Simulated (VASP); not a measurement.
Write the native input for VASP 6.6.1 that does the following.

```yaml
Task: single point
Functional: LDA
Potentials_or_basis: VASP PAW LDA potentials, release 64 (Al, N)
Cutoff: 520 eV
k_mesh: 9 × 9 × 6
Occupations: gaussian, width 0.05 eV
Spin: no spin polarisation
Dipole_correction: no
Further_INCAR_settings: ALGO = Normal; EDIFF = 1e-06; NBANDS = 16
```

The structure of AlN lies in POSCAR:

```
AlN
1.0
    3.0886152929      0.0000000000      0.0000000000
   -1.5443076465      2.6748193062      0.0000000000
    0.0000000000      0.0000000000      4.9435842906
Al N
2 2
Direct
    0.3333333333      0.6666666667      0.0015210182
    0.6666666667      0.3333333333      0.5015210182
    0.3333333333      0.6666666667      0.3834789818
    0.6666666667      0.3333333333      0.8834789818
```

These files were run (other wordings do the same):

INCAR

```
SYSTEM = AlN
ALGO = Normal
EDIFF = 1E-6
ENCUT = 520
ISIF = 2
ISMEAR = 0
LASPH = .True.
LCHARG = .True.
LELF = .True.
LREAL = .False.
LVHAR = .True.
LWAVE = .False.
NBANDS = 16
NELM = 100
PREC = Accurate
SIGMA = 0.05
```

KPOINTS

```
k-points
0
Gamma
  9 9 6
  0 0 0
```

Potentials or basis: VASP PAW LDA potentials, release 64 (Al, N).

Command:

```sh
$ cat potpaw_LDA.64/Al/POTCAR potpaw_LDA.64/N/POTCAR > POTCAR
$ mpirun -np 1 vasp_std > vasp.out
```

It gave:

The pressure is 0.6 GPa. The band gap on the k mesh is 4.42 eV, direct.

Wall time 8.4 s on 1 thread of Intel(R) Xeon(R) 6975P-C (Granite Rapids) (shared host), peak memory 0.15 GiB.
